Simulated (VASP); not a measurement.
# LiSi16 (a cell with a defect) in VASP: relaxation of the atoms with PBEsol

Aim: the relaxation of the atoms of LiSi16 (a cell with a defect) with PBEsol.

All numbers are computed with VASP 6.6.1; they aren't measurements. Logs are shortened: lines on timing, memory, paths and dates and some standing lists are left out, and cuts for length are marked.

### 1 The cell of the first run

The cell holds a defect, 17 atoms: a = 7.675 Å, b = 7.675 Å, c = 7.675 Å, α = 60.00°, β = 60.00°, γ = 60.00°.

### 2 Relaxation of the atoms, PBEsol

Contents of INCAR:

```
ALGO = Normal
EDIFF = 1E-7
EDIFFG = -0.03
ENCUT = 520
GGA = PS
IBRION = 2
ISIF = 2
ISMEAR = 0
LASPH = T
LCHARG = F
LREAL = Auto
LWAVE = F
NELECT = 66.0
NELM = 80
NSW = 80
PREC = Accurate
SIGMA = 0.05
```

Contents of KPOINTS:

```
k-points
0
Gamma
  2 2 2
```

Contents of POSCAR:

```
LiSi16
1.0
    0.0000000000      5.4271200000      5.4271200000
    5.4271200000      0.0000000000      5.4271200000
    5.4271200000      5.4271200000      0.0000000000
Si Li
16 1
Direct
    0.3750000000      0.3750000000      0.3750000000
    0.2500000000      0.2500000000      0.2500000000
    0.3750000000      0.3750000000      0.8750000000
    0.2500000000      0.2500000000      0.7500000000
    0.3750000000      0.8750000000      0.3750000000
    0.2500000000      0.7500000000      0.2500000000
    0.3750000000      0.8750000000      0.8750000000
    0.2500000000      0.7500000000      0.7500000000
    0.8750000000      0.3750000000      0.3750000000
    0.7500000000      0.2500000000      0.2500000000
    0.8750000000      0.3750000000      0.8750000000
    0.7500000000      0.2500000000      0.7500000000
    0.8750000000      0.8750000000      0.3750000000
    0.7500000000      0.7500000000      0.2500000000
    0.8750000000      0.8750000000      0.8750000000
    0.7500000000      0.7500000000      0.7500000000
    0.5071482000      0.4979107000     -0.0013937000
```

Potentials or basis: VASP PAW PBE potentials, release 64 (Si, Li_sv).

Run with:

```
$ cat potpaw_PBE.64/Si/POTCAR potpaw_PBE.64/Li_sv/POTCAR > POTCAR
$ mpirun -np 1 vasp_std > vasp.out
```

OUTCAR:

```text
EDIFF = 1E-7
   EDIFFG = -0.03
   ENCUT = 520
   GGA = PS
   IBRION = 2
   ISIF = 2
   ISMEAR = 0
   LASPH = T
   LREAL = Auto
   NELECT = 66.0
   NELM = 80
   NSW = 80
   PREC = Accurate

 ion  position               nearest neighbor table
   1  0.375  0.375  0.375-   2 2.35   4 2.35   6 2.35  10 2.35  17 2.36
   2  0.250  0.250  0.250-   1 2.35   3 2.35   5 2.35   9 2.35  17 2.74
   3  0.375  0.375  0.875-   2 2.35   4 2.35   8 2.35  12 2.35  17 2.37
   4  0.250  0.250  0.750-   1 2.35   3 2.35   7 2.35  11 2.35
   5  0.375  0.875  0.375-   2 2.35   6 2.35   8 2.35  14 2.35
   6  0.250  0.750  0.250-   1 2.35   5 2.35   7 2.35  13 2.35  17 2.73
   7  0.375  0.875  0.875-   4 2.35   6 2.35   8 2.35  16 2.35  17 2.36
   8  0.250  0.750  0.750-   3 2.35   5 2.35   7 2.35  15 2.35  17 2.74
   9  0.875  0.375  0.375-   2 2.35  10 2.35  12 2.35  14 2.35
  10  0.750  0.250  0.250-   1 2.35   9 2.35  11 2.35  13 2.35  17 2.68
  11  0.875  0.375  0.875-  17 2.31  10 2.35  12 2.35  16 2.35   4 2.35
  12  0.750  0.250  0.750-   3 2.35   9 2.35  11 2.35  15 2.35  17 2.69
  13  0.875  0.875  0.375-   6 2.35  10 2.35  14 2.35  16 2.35
  14  0.750  0.750  0.250-   5 2.35   9 2.35  13 2.35  15 2.35
  15  0.875  0.875  0.875-   8 2.35  12 2.35  14 2.35  16 2.35
  16  0.750  0.750  0.750-   7 2.35  11 2.35  13 2.35  15 2.35  17 2.69
  17  0.507  0.498  0.999-  11 2.31   1 2.36   7 2.36   3 2.37  10 2.68  16 2.69  12 2.69   6 2.73
                             2 2.74   8 2.74

  LATTYP: Found a face centered cubic cell.
 ALAT       =    10.8542400000

  Lattice vectors:

 A1 = (   0.0000000000,   5.4271200000,   5.4271200000)
 A2 = (   5.4271200000,   0.0000000000,   5.4271200000)
 A3 = (   5.4271200000,   5.4271200000,   0.0000000000)

Analysis of symmetry for initial positions (statically):
=====================================================================
 Subroutine PRICEL returns:
 Original cell was already a primitive cell.

 Routine SETGRP: Setting up the symmetry group for a
 face centered cubic supercell.

 Subroutine GETGRP returns: Found  1 space group operations
 (whereof  1 operations were pure point group operations)
 out of a pool of 48 trial point group operations.

The static configuration has the point symmetry C_1 .

Analysis of symmetry for dynamics (positions and initial velocities):
=====================================================================
 Subroutine PRICEL returns:
 Original cell was already a primitive cell.

 Routine SETGRP: Setting up the symmetry group for a
 face centered cubic supercell.

 Subroutine GETGRP returns: Found  1 space group operations
 (whereof  1 operations were pure point group operations)
 out of a pool of 48 trial point group operations.

The dynamic configuration has the point symmetry C_1 .

 Subroutine INISYM returns: Found  1 space group operations
 (whereof  1 operations are pure point group operations),
 and found     1 'primitive' translations

----------------------------------------------------------------------------------------

                                     Primitive cell

  volume of cell :     319.6968

  direct lattice vectors                    reciprocal lattice vectors
     0.000000000  5.427120000  5.427120000    -0.092129896  0.092129896  0.092129896
     5.427120000  0.000000000  5.427120000     0.092129896 -0.092129896  0.092129896
     5.427120000  5.427120000  0.000000000     0.092129896  0.092129896 -0.092129896

  length of vectors
     7.675106709  7.675106709  7.675106709     0.159573660  0.159573660  0.159573660

  position of ions in fractional coordinates (direct lattice)
     0.375000000  0.375000000  0.375000000
     0.250000000  0.250000000  0.250000000
     0.375000000  0.375000000  0.875000000
     0.250000000  0.250000000  0.750000000
     0.375000000  0.875000000  0.375000000
     0.250000000  0.750000000  0.250000000
[... 9 lines left out ...]
     0.750000000  0.750000000  0.750000000
     0.507148200  0.497910700  0.998606300

  ion indices of the primitive-cell ions
   primitive index   ion index
                 1           1
                 2           2
                 3           3
                 4           4
                 5           5
                 6           6
[... 9 lines left out ...]
                16          16
                17          17

----------------------------------------------------------------------------------------

 KPOINTS: k-points

Automatic generation of k-mesh.
 Grid dimensions read from file:
 generate k-points for:    2    2    2

 Generating k-lattice:

  Cartesian coordinates                     Fractional coordinates (reciprocal lattice)
    -0.046064948  0.046064948  0.046064948     0.500000000  0.000000000  0.000000000
     0.046064948 -0.046064948  0.046064948     0.000000000  0.500000000  0.000000000
     0.046064948  0.046064948 -0.046064948     0.000000000  0.000000000  0.500000000

  Length of vectors
     0.079786830  0.079786830  0.079786830

  Shift w.r.t. Gamma in fractional coordinates (k-lattice)
     0.000000000  0.000000000  0.000000000

 Subroutine IBZKPT returns following result:
 ===========================================

 Found      8 irreducible k-points:

 Following reciprocal coordinates:
            Coordinates               Weight
  0.000000  0.000000  0.000000      1.000000
  0.500000  0.000000  0.000000      1.000000
  0.000000  0.500000  0.000000      1.000000
  0.000000  0.000000  0.500000      1.000000
  0.500000  0.500000  0.500000      1.000000
  0.500000  0.500000  0.000000      1.000000
  0.000000  0.500000  0.500000      1.000000
  0.500000  0.000000  0.500000      1.000000
   k-points           NKPTS =      8   k-points in BZ     NKDIM =      8   number of bands    NBANDS=     42
   number of dos      NEDOS =    301   number of ions     NIONS =     17
   total plane-waves  NPLWV = 216000
   dimension x,y,z NGX =    60 NGY =   60 NGZ =   60
   dimension x,y,z NGXF=   120 NGYF=  120 NGZF=  120
   ions per type =              16   1
   NGX,Y,Z   is equivalent  to a cutoff of  13.00, 13.00, 13.00 a.u.
   NGXF,Y,Z  is equivalent  to a cutoff of  25.99, 25.99, 25.99 a.u.
 SYSTEM =  unknown system
   PREC   = accura    normal or accurate (medium, high low for compatibility)
   ISTART =      0    job   : 0-new  1-cont  2-samecut
   ICHARG =      2    charge: 1-file 2-atom 10-const
   ISPIN  =      1    spin polarized calculation?
   LNONCOLLINEAR =      F non collinear calculations
   LSORBIT =      F    spin-orbit coupling
   LASPH  =      T    aspherical Exc in radial PAW
   ENCUT  =  520.0 eV  38.22 Ry    6.18 a.u.  14.27 14.27 14.27*2*pi/ulx,y,z
   NELM   =     80;   NELMIN=  2; NELMDL= -5     # of ELM steps
   EDIFF  = 0.1E-06   stopping-criterion for ELM
   LREAL  =      T    real-space projection
   EDIFFG = -.3E-01   stopping-criterion for IOM
   NSW    =     80    number of steps for IOM
   IBRION =      2    ionic relax: 0-MD 1-quasi-New 2-CG
   NFREE  =      1    steps in history (QN), initial steepest desc. (CG)
   ISIF   =      2    stress and relaxation
   ISYM   =      2    0-nonsym 1-usesym 2-fastsym
   POTIM  = 0.5000    time-step for ionic-motion
   TEBEG  =    0.0;   TEEND  =   0.0 temperature during run
   PSTRESS=    0.0 pullay stress
   NELECT =      66.0000    total number of electrons
   NUPDOWN=      -1.0000    fix difference up-down
   EMIN   =  10.00;   EMAX   =-10.00  energy-range for DOS
   EFERMI =   0.00;   METHOD = LEGACY
   ISMEAR =     0;   SIGMA  =   0.05  broadening in eV -4-tet -1-fermi 0-gaus
   EFERMI_NEDOS =   21; number of points for ismear=-14 and -15
   IALGO  =     38    algorithm
   IMIX   =      4    mixing-type and parameters
     AMIX     =   0.40;   BMIX     =  1.00
     AMIX_MAG =   1.60;   BMIX_MAG =  1.00
  volume/ion in A,a.u.               =      18.81       126.91
  Fermi-wavevector in a.u.,A,eV,Ry     =   0.967557  1.828418 12.737329  0.936167
  Thomas-Fermi vector in A             =   2.097453
   LORBIT       =      0    0 simple, 1 ext, 2 COOP (PROOUT), +10 PAW based schemes
   GGA     = PS    functional components
   LHFCALC =     F    Hartree Fock is set to
   AEXX    =    0.0000 exact exchange contribution
   IVDW    =     0    specifies the selected vdW correction
   LEPSILON=     F    determine dielectric tensor
   LRPA    =     F    only Hartree local field effects (RPA)
 conjugate gradient relaxation of ions
 non-spin polarized calculation
 Gauss-broadening in eV      SIGMA  =   0.05
  energy-cutoff  :      520.00
  volume of cell :      319.70
 maximum number of plane-waves:      8646
 NGX is ok and might be reduce to    60
   NGX = 29   NGY = 29   NGZ = 29

--------------------------------------- Ionic step        1  -------------------------------------------

 number of electron      66.0000005 magnetization

 Free energy of the ion-electron system (eV)
  ---------------------------------------------------
  ext. energy  EPLUGINS =         0.00000000
  ---------------------------------------------------
  free energy    TOTEN  =       -98.65251608 eV

  energy without entropy =      -98.65251608  energy(sigma->0) =      -98.65251608

------------------------ aborting loop because EDIFF is reached ----------------------------------------

  FORCE on cell =-STRESS in cart. coord.  units (eV):
  Direction    XX          YY          ZZ          XY          YZ          ZX
  --------------------------------------------------------------------------------------
  -------------------------------------------------------------------------------------
  Total       -4.0931591     -4.0911660     -4.0917167     -0.1702072      0.1203966     -0.1917331
  in kB      -20.5130829    -20.5030945    -20.5058545     -0.8530026      0.6033739     -0.9608807
  external PRESSURE =     -20.5073440 kB  Pullay stress =       0.0000000 kB

 VOLUME and BASIS-vectors are now :
 -----------------------------------------------------------------------------
  energy-cutoff  :      520.00
  volume of cell :      319.70
      direct lattice vectors                 reciprocal lattice vectors
     0.000000000  5.427120000  5.427120000    -0.092129896  0.092129896  0.092129896
     5.427120000  0.000000000  5.427120000     0.092129896 -0.092129896  0.092129896
     5.427120000  5.427120000  0.000000000     0.092129896  0.092129896 -0.092129896
[... 324 lines left out ...]
      8.13964      8.14175      8.16366        -0.012017      0.012217     -0.015272
      8.13330      8.15336      5.43826         0.014043     -0.024760     -0.021796
 -----------------------------------------------------------------------------------
    total drift:                               -0.000254      0.002977      0.003405

  FREE ENERGIE OF THE ION-ELECTRON SYSTEM (eV)
  ---------------------------------------------------
  free  energy   TOTEN  =       -98.7664079553 eV

  energy  without entropy=      -98.7664079553  energy(sigma->0) =      -98.76640796

--------------------------------------- Ionic step        8  -------------------------------------------

 number of electron      65.9999998 magnetization

 Free energy of the ion-electron system (eV)
  ---------------------------------------------------
  ext. energy  EPLUGINS =         0.00000000
  ---------------------------------------------------
  free energy    TOTEN  =       -98.76674017 eV

  energy without entropy =      -98.76674017  energy(sigma->0) =      -98.76674017

 E-fermi :   6.2806     XC(G=0):  -9.5916

 val. band max:        6.0227717732   @ k =   0.0000   0.0000   0.0000
 cond. band min:       6.5356868417   @ k =   0.0000   0.0000   0.0000
 fundamental gap:      0.5129150684
 Fermi energy:         6.2805895310

 k-point     1 :       0.0000    0.0000    0.0000
  band No.  band energies     occupation
      1     -39.7337      2.00000
      2      -5.9854      2.00000
      3      -3.7127      2.00000
      4      -3.6518      2.00000
      5      -3.6517      2.00000
      6      -3.6515      2.00000
[... 375 lines left out ...]
      6.76041      6.76196      4.04830        -0.011712     -0.006465     -0.007148
      5.42377      5.43249      2.71830        -0.002190      0.005887      0.005879
      6.77546      4.07887      6.79240         0.002092     -0.001641     -0.001863
      5.44820      2.71382      5.42709        -0.007562     -0.000517     -0.000651
[... 9 lines left out ...]
      8.13878      8.14262      8.16299        -0.004134      0.004035     -0.005747
      8.13560      8.14946      5.43485         0.006672     -0.012223     -0.010712
 -----------------------------------------------------------------------------------
    total drift:                               -0.002654      0.003662      0.003145

  FREE ENERGIE OF THE ION-ELECTRON SYSTEM (eV)
  ---------------------------------------------------
  free  energy   TOTEN  =       -98.7667401734 eV

  energy  without entropy=      -98.7667401734  energy(sigma->0) =      -98.76674017

 reached required accuracy - stopping structural energy minimisation
```

It took 7.6 min on 1 thread of Intel Xeon Platinum 8488C (Sapphire Rapids), shared host; peak memory 0.55 GiB.

Results:

```
Free energy                  : -98.7667 eV
Energy gained by relaxing    : 6.7 meV/atom
Ionic steps                  : 8
Largest force after relaxing : 0.018 eV/Å
```

Forces in eV/Å, atoms in the order of the input:
```
Si   0.003  0.007 -0.002
Si   0.001  0.001  0.008
Si  -0.012 -0.006 -0.007
Si  -0.002  0.006  0.006
Si   0.002 -0.002 -0.002
Si  -0.008 -0.001 -0.001
Si   0.004 -0.003  0.008
Si   0.001  0.009  0.001
Si  -0.004  0.005 -0.003
Si  -0.004 -0.006  0.004
Si   0.011 -0.010 -0.010
Si   0.006  0.005  0.005
Si   0.003  0.005  0.005
Si   0.000  0.000  0.000
Si  -0.004 -0.002  0.005
Si  -0.004  0.004 -0.006
Li   0.007 -0.012 -0.011
```

Step by step:
```
step  energy change (eV)  largest force (eV/Å)  pressure (GPa)
   1              0.0000                1.0890           -2.05
   2             -0.1110                0.1131           -2.12
   3             -0.1111                0.1101           -2.12
   4             -0.1132                0.0923           -2.12
   5             -0.1133                0.0871           -2.12
   6             -0.1138                0.0526           -2.11
   7             -0.1139                0.0359           -2.11
   8             -0.1142                0.0179           -2.11
```

Final structure:
```cif
data_structure
_symmetry_space_group_name_H-M 'P 1'
_symmetry_Int_Tables_number 1
_cell_length_a 7.6751
_cell_length_b 7.6751
_cell_length_c 7.6751
_cell_angle_alpha 60.000
_cell_angle_beta 60.000
_cell_angle_gamma 60.000
_cell_volume 319.70
loop_
_atom_site_label
_atom_site_type_symbol
_atom_site_fract_x
_atom_site_fract_y
_atom_site_fract_z
_atom_site_occupancy
Si1 Si 0.37299 0.37269 0.38166 1
Si2 Si 0.24809 0.24805 0.25201 1
Si3 Si 0.37311 0.37283 0.87284 1
Si4 Si 0.25124 0.24963 0.74975 1
Si5 Si 0.37735 0.87422 0.37422 1
Si6 Si 0.24808 0.75192 0.25197 1
Si7 Si 0.37303 0.88154 0.87275 1
Si8 Si 0.24809 0.75198 0.74806 1
Si9 Si 0.87423 0.37750 0.37415 1
Si10 Si 0.75239 0.24793 0.25174 1
Si11 Si 0.88334 0.37223 0.87225 1
Si12 Si 0.75243 0.24797 0.74798 1
Si13 Si 0.87423 0.87412 0.37413 1
Si14 Si 0.74991 0.75002 0.25001 1
Si15 Si 0.87424 0.87415 0.87749 1
Si16 Si 0.75241 0.75170 0.74795 1
Li1 Li 0.50199 0.49944 0.99963 1
```

Levels at points of the mesh, in eV from the Fermi level:
```csv
k point,band 29,band 30,band 31,band 32,band 33,band 34,band 35,band 36,band 37,band 38
"(0.00, 0.00, 0.00)",-1.39,-1.39,-0.26,-0.26,-0.26,0.26,0.26,0.26,0.32,0.32
"(0.50, 0.00, 0.00)",-2.39,-1.08,-1.08,-0.99,-0.99,0.84,1.03,1.03,1.22,1.22
"(0.00, 0.50, 0.00)",-2.39,-1.08,-1.08,-0.99,-0.99,0.84,1.03,1.03,1.22,1.22
"(0.00, 0.00, 0.50)",-2.39,-1.08,-1.08,-0.99,-0.99,0.84,1.03,1.03,1.22,1.22
"(0.50, 0.50, 0.50)",-2.39,-1.08,-1.08,-0.99,-0.99,0.84,1.03,1.03,1.22,1.22
"(0.50, 0.50, 0.00)",-2.19,-1.63,-1.63,-1.58,-1.54,0.71,0.78,1.85,1.96,1.97
"(0.00, 0.50, 0.50)",-2.19,-1.63,-1.63,-1.58,-1.54,0.71,0.78,1.85,1.96,1.97
"(0.50, 0.00, 0.50)",-2.19,-1.63,-1.63,-1.58,-1.54,0.71,0.78,1.85,1.96,1.97
```

Caveat: the k points lie up to 0.50 Å⁻¹ apart; the cell carries a net charge on a neutralising background, which shifts energy and pressure; the cell is charged against a uniform background, so pressure and absolute levels hang on convention; the cutoff is under 1.25 times the usual one of these potentials, so pressure, stress and relaxed cells hold a basis-set (Pulay) error; the PAW data sets were made with another functional, which shifts forces and pressure a little.
